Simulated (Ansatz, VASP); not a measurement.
PdPt2Se6: VASP beside Ansatz

```
CELL_PARAMETERS angstrom
-0.00664 -0.00213 5.17782
6.57459 -0.00024 -0.00848
-3.28767 5.68604 0.00210
ATOMIC_POSITIONS crystal
Pd 0.99989 0.99995 0.99997
Pt 0.00001 0.33336 0.66673
Pt 0.00012 0.66664 0.33330
Se 0.24934 0.33610 0.00012
Se 0.24891 0.00060 0.33572
Se 0.24905 0.66501 0.66467
Se 0.75080 0.66378 0.99989
Se 0.75094 0.33514 0.33545
Se 0.75095 0.99943 0.66415
```

Change from the starting cell: cell x1, atoms moved at random (sigma 0.05 Å) and cell strained at random (1.5 %), then relaxed without symmetry.

Alike in both runs: functional PBE; k mesh 4 × 6 × 6; occupations gaussian, width 0.2 eV; no spin polarisation.

Ansatz relaxed the structure, and its values are those at the end. VASP's run is a single point on that final structure, the one shown.

|  | VASP | Ansatz |
| --- | --- | --- |
| version | VASP 6.6.1 | Ansatz 0.2.0 |
| potentials or method | VASP PAW PBE potentials, release 64 (Pd, Pt, Se), cutoff 520 eV | scalar-relativistic, plane waves, PAW |
| valence electrons in the cell | 66 | 150 |

Ansatz gave:

| Item | Value |
| --- | --- |
| gap on the k mesh at the Fermi level (eV) | none |
| pressure (GPa) | 0.0 |
| rms of the force components (eV/Å) | 0.004 |

**Question.** What did VASP give for the same quantities?

**Answer.** gap on the k mesh at the Fermi level (eV): none; pressure (GPa): 0.0; rms of the force components (eV/Å): 0.005.

A gap of «none» marks a metal or a gap that the smearing closes. VASP's potentials hold 66 valence electrons a cell and Ansatz's 150, so a difference there can come from the potentials and not from the codes.

Spin-orbit coupling is off throughout.
